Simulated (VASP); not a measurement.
# Zr12H (a cell with a defect) in VASP: single point with PBE

Aim: the single point of Zr12H (a cell with a defect) with PBE.

Program: VASP 6.6.1. These are calculated values, not measurements. Logs are shortened: lines on timing, memory, paths and dates and some standing lists are left out, and cuts for length are marked.

### Step 1. The cell of the first run

The cell holds a defect, 13 atoms: a = 6.460 Å, b = 9.690 Å, c = 5.145 Å, α = 90.00°, β = 90.00°, γ = 120.00°.

### Step 2. Single point, PBE

INCAR

```
SYSTEM = Zr12H
PREC     = Accurate       ! precision mode
ENCUT    = 520            ! plane-wave cutoff, eV
EDIFF    = 1E-6           ! SCF threshold, eV
ISMEAR   = 0              ! smearing method
SIGMA    = 0.05           ! smearing width, eV
LREAL    = .False.        ! projectors in reciprocal space
LASPH    = .True.         ! aspherical terms in the spheres
NELM     = 100            ! most SCF steps
ALGO     = Normal         ! electronic algorithm
ISIF     = 2              ! what is computed and relaxed
LWAVE    = .False.        ! write WAVECAR
LCHARG   = .True.         ! write CHGCAR
GGA      = PE             ! functional
LELF     = .True.         ! ELF
LVHAR    = .True.       
NBANDS   = 84             ! bands
```

KPOINTS

```
Automatic mesh
0
Gamma
  3 2 3
  0 0 0
```

POSCAR

```
Zr12H
1.0
    6.4600000000      0.0000000000      0.0000000000
   -4.8450000000      8.3917860000      0.0000000000
    0.0000000000      0.0000000000      5.1453900000
Zr H
12 1
Direct
    0.0058068400      0.0082485421      0.0066267086
    0.1832793074      0.2265686947      0.5048390890
    0.0042434267      0.3290521231      0.0010846602
    0.1562440898      0.5515751951      0.5007476596
   -0.0039836002      0.6699657260     -0.0001119449
    0.1643561484      0.8926798181      0.5004674087
    0.4858702644      0.0033644805     -0.0047984701
    0.6796914460      0.2187347246      0.4961923197
    0.5204611472      0.3371770920     -0.0011672585
    0.6666650114      0.5559737820      0.4977852019
    0.4862817093      0.6520856228     -0.0034001310
    0.6584438411      0.8863164528      0.4991804314
    0.6567408063      0.8846886706      0.9980440744
```

Potentials or basis: VASP PAW PBE potentials, release 64 (Zr_sv, H).

Command:

```
cat potpaw_PBE.64/Zr_sv/POTCAR potpaw_PBE.64/H/POTCAR > POTCAR
mpirun -np 1 vasp_std > vasp.out
```

OUTCAR:

```text
SYSTEM = Zr12H
   PREC = Accurate
   ENCUT = 520
   EDIFF = 1E-6
   ISMEAR = 0
   LREAL = .False.
   LASPH = .True.
   NELM = 100
   ISIF = 2
   GGA = PE

 ion  position               nearest neighbor table
   1  0.006  0.008  0.007-  13 1.95   3 3.11   7 3.13   6 3.15   2 3.15   2 3.17  12 3.19   6 3.20
                             5 3.25  12 3.26   9 3.26   7 3.34  11 3.41
   2  0.183  0.227  0.505-   1 3.15  10 3.16   3 3.16   9 3.17   1 3.17   6 3.18   3 3.19   9 3.22
                             8 3.22   4 3.24   8 3.25  12 3.34
   3  0.004  0.329  0.001-   1 3.11  11 3.12   8 3.13   2 3.16   9 3.17   8 3.17   4 3.18   4 3.18
                             2 3.19   7 3.26   9 3.30   5 3.33
   4  0.156  0.552  0.501-  11 3.15   8 3.15   3 3.18   3 3.18  10 3.18  11 3.19   5 3.19   5 3.20
                             2 3.24  12 3.24  10 3.28   6 3.28
   5  0.996  0.670  1.000-   9 3.15  10 3.16  10 3.17   6 3.18   6 3.18   4 3.19   4 3.20   7 3.20
                            11 3.21   1 3.25  11 3.26   3 3.33
   6  0.164  0.893  0.500-   7 3.12   1 3.15   7 3.16   2 3.18   5 3.18   5 3.18   1 3.20  12 3.22
                            12 3.24  10 3.24   8 3.25   4 3.28
   7  0.486  0.003  0.995-  13 1.95   6 3.12   1 3.13   9 3.13   8 3.15   8 3.16   6 3.16   5 3.20
                            12 3.21  12 3.24   3 3.26   1 3.34  11 3.41
   8  0.680  0.219  0.496-   3 3.13   7 3.15   4 3.15  12 3.15   7 3.16   3 3.17   9 3.18   9 3.20
                             2 3.22   2 3.25   6 3.25  10 3.31
   9  0.520  0.337  0.999-   7 3.13   5 3.15  10 3.16   2 3.17   3 3.17  10 3.17  11 3.17   8 3.18
                             8 3.20   2 3.22   1 3.26   3 3.30
  10  0.667  0.556  0.498-  11 3.15   5 3.16  11 3.16   2 3.16   9 3.16   9 3.17   5 3.17   4 3.18
                            12 3.23   6 3.24   4 3.28   8 3.31
  11  0.486  0.652  0.997-  13 1.95   3 3.12  10 3.15   4 3.15  10 3.16   9 3.17   4 3.19   5 3.21
                            12 3.23  12 3.25   5 3.26   1 3.41   7 3.41
  12  0.658  0.886  0.499-   8 3.15   1 3.19   7 3.21   6 3.22  11 3.23  10 3.23   6 3.24   7 3.24
                             4 3.24  11 3.25   1 3.26   2 3.34
  13  0.657  0.885  0.998-   7 1.95  11 1.95   1 1.95

  LATTYP: Found a simple monoclinic cell.
 ALAT       =     6.4600000000
 B/A-ratio  =     0.7965000000
 C/A-ratio  =     1.3228756308
 COS(beta)  =    -0.1889822400

  Lattice vectors:

 A1 = (   6.4600000000,   0.0000000000,   0.0000000000)
 A2 = (   0.0000000000,   0.0000000000,   5.1453900000)
 A3 = (  -1.6150000000,  -8.3917860000,   0.0000000000)

Analysis of symmetry for initial positions (statically):
=====================================================================
 Subroutine PRICEL returns:
 Original cell was already a primitive cell.

 Routine SETGRP: Setting up the symmetry group for a
 simple monoclinic supercell.

 Subroutine GETGRP returns: Found  1 space group operations
 (whereof  1 operations were pure point group operations)
 out of a pool of  4 trial point group operations.

The static configuration has the point symmetry C_1 .

Analysis of symmetry for dynamics (positions and initial velocities):
=====================================================================
 Subroutine PRICEL returns:
 Original cell was already a primitive cell.

 Routine SETGRP: Setting up the symmetry group for a
 simple monoclinic supercell.

 Subroutine GETGRP returns: Found  1 space group operations
 (whereof  1 operations were pure point group operations)
 out of a pool of  4 trial point group operations.

The dynamic configuration has the point symmetry C_1 .

 Subroutine INISYM returns: Found  1 space group operations
 (whereof  1 operations are pure point group operations),
 and found     1 'primitive' translations

----------------------------------------------------------------------------------------

                                     Primitive cell

  volume of cell :     278.9364

  direct lattice vectors                    reciprocal lattice vectors
     6.460000000  0.000000000  0.000000000     0.154798762  0.089373108  0.000000000
    -4.845000000  8.391786000  0.000000000     0.000000000  0.119164145  0.000000000
     0.000000000  0.000000000  5.145390000     0.000000000  0.000000000  0.194348728

  length of vectors
     6.460000000  9.689999859  5.145390000     0.178746214  0.119164145  0.194348728

  position of ions in fractional coordinates (direct lattice)
     0.005806840  0.008248542  0.006626709
     0.183279307  0.226568695  0.504839089
     0.004243427  0.329052123  0.001084660
     0.156244090  0.551575195  0.500747660
[... 48 lines left out ...]
|                                                                             |
|           W    W    AA    RRRRR   N    N  II  N    N   GGGG   !!!           |
|           W    W   A  A   R    R  NN   N  II  NN   N  G    G  !!!           |
|           W    W  A    A  R    R  N N  N  II  N N  N  G       !!!           |
|           W WW W  AAAAAA  RRRRR   N  N N  II  N  N N  G  GGG   !            |
|           WW  WW  A    A  R   R   N   NN  II  N   NN  G    G                |
|           W    W  A    A  R    R  N    N  II  N    N   GGGG   !!!           |
|                                                                             |
|     Your reciprocal lattice and k-lattice belong to different lattice       |
|     classes:                                                                |
|                                                                             |
|        The reciprocal lattice is simple monoclinic,                         |
|        whereas your k-lattice is hexagonal.                                 |
|                                                                             |
|     Results are often still useful ...                                      |
|                                                                             |
 -----------------------------------------------------------------------------

 Subroutine IBZKPT returns following result:
 ===========================================

 Found     10 irreducible k-points:

 Following reciprocal coordinates:
            Coordinates               Weight
  0.000000  0.000000  0.000000      1.000000
  0.333333  0.000000  0.000000      2.000000
  0.000000  0.500000  0.000000      1.000000
  0.333333  0.500000  0.000000      2.000000
  0.000000  0.000000  0.333333      2.000000
  0.333333  0.000000  0.333333      2.000000
 -0.333333  0.000000  0.333333      2.000000
  0.000000  0.500000  0.333333      2.000000
  0.333333  0.500000  0.333333      2.000000
 -0.333333  0.500000  0.333333      2.000000
   k-points           NKPTS =     10   k-points in BZ     NKDIM =     10   number of bands    NBANDS=     84
   number of dos      NEDOS =    301   number of ions     NIONS =     13
   total plane-waves  NPLWV = 138240
   dimension x,y,z NGX =    48 NGY =   72 NGZ =   40
   dimension x,y,z NGXF=    96 NGYF=  144 NGZF=   80
   ions per type =              12   1
   NGX,Y,Z   is equivalent  to a cutoff of  12.35, 12.35, 12.92 a.u.
   NGXF,Y,Z  is equivalent  to a cutoff of  24.71, 24.71, 25.85 a.u.
 SYSTEM =  Zr12H
   PREC   = accura    normal or accurate (medium, high low for compatibility)
   ISTART =      0    job   : 0-new  1-cont  2-samecut
   ICHARG =      2    charge: 1-file 2-atom 10-const
   ISPIN  =      1    spin polarized calculation?
   LNONCOLLINEAR =      F non collinear calculations
   LSORBIT =      F    spin-orbit coupling
   LASPH  =      T    aspherical Exc in radial PAW
   ENCUT  =  520.0 eV  38.22 Ry    6.18 a.u.  12.01 18.02  9.57*2*pi/ulx,y,z
   NELM   =    100;   NELMIN=  2; NELMDL= -5     # of ELM steps
   EDIFF  = 0.1E-05   stopping-criterion for ELM
   LREAL  =      F    real-space projection
   EDIFFG = 0.1E-04   stopping-criterion for IOM
   NSW    =      0    number of steps for IOM
   IBRION =     -1    ionic relax: 0-MD 1-quasi-New 2-CG
   NFREE  =      0    steps in history (QN), initial steepest desc. (CG)
   ISIF   =      2    stress and relaxation
   ISYM   =      2    0-nonsym 1-usesym 2-fastsym
   POTIM  = 0.5000    time-step for ionic-motion
   TEBEG  =    0.0;   TEEND  =   0.0 temperature during run
   PSTRESS=    0.0 pullay stress
   NELECT =     145.0000    total number of electrons
   NUPDOWN=      -1.0000    fix difference up-down
   EMIN   =  10.00;   EMAX   =-10.00  energy-range for DOS
   EFERMI =   0.00;   METHOD = LEGACY
   ISMEAR =     0;   SIGMA  =   0.05  broadening in eV -4-tet -1-fermi 0-gaus
   EFERMI_NEDOS =   21; number of points for ismear=-14 and -15
   IALGO  =     38    algorithm
   IMIX   =      4    mixing-type and parameters
     AMIX     =   0.40;   BMIX     =  1.00
     AMIX_MAG =   1.60;   BMIX_MAG =  1.00
  volume/ion in A,a.u.               =      21.46       144.80
  Fermi-wavevector in a.u.,A,eV,Ry     =   1.316323  2.487490 23.574895  1.732706
  Thomas-Fermi vector in A             =   2.446443
   LORBIT       =      0    0 simple, 1 ext, 2 COOP (PROOUT), +10 PAW based schemes
   GGA     = PE    functional components
   LHFCALC =     F    Hartree Fock is set to
   AEXX    =    0.0000 exact exchange contribution
   IVDW    =     0    specifies the selected vdW correction
   LEPSILON=     F    determine dielectric tensor
   LRPA    =     F    only Hartree local field effects (RPA)
 non-spin polarized calculation
 Gauss-broadening in eV      SIGMA  =   0.05
  energy-cutoff  :      520.00
  volume of cell :      278.94
 maximum number of plane-waves:      7545
   NGX = 25   NGY = 37   NGZ = 19

 number of electron     144.9999999 magnetization

 Free energy of the ion-electron system (eV)
  ---------------------------------------------------
  ext. energy  EPLUGINS =         0.00000000
  ---------------------------------------------------
  free energy    TOTEN  =      -105.56197984 eV

  energy without entropy =     -105.53569936  energy(sigma->0) =     -105.54883960

 E-fermi :   9.0300     XC(G=0): -11.1276

 val. band max:        9.0193081026   @ k =   0.0000   0.5000   0.0000
 cond. band min:       9.0471544974   @ k =  -0.3333   0.0000   0.3333
 fundamental gap:      0.0278463949
 Fermi energy:         9.0299583074

 k-point     1 :       0.0000    0.0000    0.0000
  band No.  band energies     occupation
      1     -39.8510      2.00000
      2     -39.7375      2.00000
      3     -39.6701      2.00000
      4     -39.6525      2.00000
      5     -39.6244      2.00000
      6     -39.6113      2.00000
[... 859 lines left out ...]
     83       9.7153      0.00000
     84      10.0379      0.00000

------------------------ aborting loop because EDIFF is reached ----------------------------------------

  FORCE on cell =-STRESS in cart. coord.  units (eV):
  Direction    XX          YY          ZZ          XY          YZ          ZX
  --------------------------------------------------------------------------------------
  -------------------------------------------------------------------------------------
  Total        4.8381438      5.1832405      1.3011574     -0.1092961     -0.0391266     -0.1110336
  in kB       27.7897178     29.7719121      7.4736920     -0.6277837     -0.2247388     -0.6377638
  external PRESSURE =      21.6784406 kB  Pullay stress =       0.0000000 kB

 VOLUME and BASIS-vectors are now :
 -----------------------------------------------------------------------------
  energy-cutoff  :      520.00
  volume of cell :      278.94
      direct lattice vectors                 reciprocal lattice vectors
     6.460000000  0.000000000  0.000000000     0.154798762  0.089373108  0.000000000
    -4.845000000  8.391786000  0.000000000     0.000000000  0.119164145  0.000000000
     0.000000000  0.000000000  5.145390000     0.000000000  0.000000000  0.194348728

 POSITION                                       TOTAL-FORCE (eV/Angst)
 -----------------------------------------------------------------------------------
     -0.00245      0.06922      0.03410         0.001208      0.004586      0.004368
      0.08626      1.90132      2.59759         0.004272     -0.002720      0.004001
     -1.56684      2.76133      0.00558         0.002830      0.004328     -0.000273
     -1.66305      4.62870      2.57654         0.006825      0.011465     -0.000686
      3.18828      5.62221      5.14481         0.006296     -0.000803      0.000114
     -3.26329      7.49118      2.57510        -0.014599     -0.005525      0.001186
      3.12242      0.02823      5.12070        -0.007279      0.000325     -0.004297
      3.33104      1.83557      2.55310        -0.010484     -0.001099     -0.002124
      1.72856      2.82952      5.13938        -0.003011     -0.005215      0.000305
      1.61296      4.66561      2.56130         0.004425     -0.011381      0.000265
     -0.01798      5.47216      5.12789         0.012182     -0.007520     -0.001849
     -0.04066      7.43778      2.56848        -0.002953      0.005816     -0.000517
     -0.04377      7.42412      5.13533         0.000286      0.007742     -0.000492
 -----------------------------------------------------------------------------------
    total drift:                               -0.000035      0.000030      0.000043

  FREE ENERGIE OF THE ION-ELECTRON SYSTEM (eV)
  ---------------------------------------------------
  free  energy   TOTEN  =      -105.5619798445 eV

  energy  without entropy=     -105.5356993580  energy(sigma->0) =     -105.54883960
```

Run time: 6.7 min. Hardware: 1 thread of Oxide Virtual Turin-like, shared host; peak memory 0.39 GiB.

What came out:

```yaml
Free_energy: -105.5620 eV
Pressure: 2.2 GPa
Largest_force: 0.016 eV/Å
Band_gap_on_the_k_mesh: zero (an odd number of electrons rules out a gap without spin polarisation)
```

Forces on the atoms (eV/Å):
```
Zr   0.001  0.005  0.004
Zr   0.004 -0.003  0.004
Zr   0.003  0.004  0.000
Zr   0.007  0.011 -0.001
Zr   0.006 -0.001  0.000
Zr  -0.015 -0.006  0.001
Zr  -0.007  0.000 -0.004
Zr  -0.010 -0.001 -0.002
Zr  -0.003 -0.005  0.000
Zr   0.004 -0.011  0.000
Zr   0.012 -0.008 -0.002
Zr  -0.003  0.006 -0.001
H    0.000  0.008  0.000
```

Caveat: the k points lie up to 0.41 Å⁻¹ apart, too coarse for converged energies and pressures of a metal.

The gap in the log of VASP goes by the Fermi energy; the results here count the filled bands.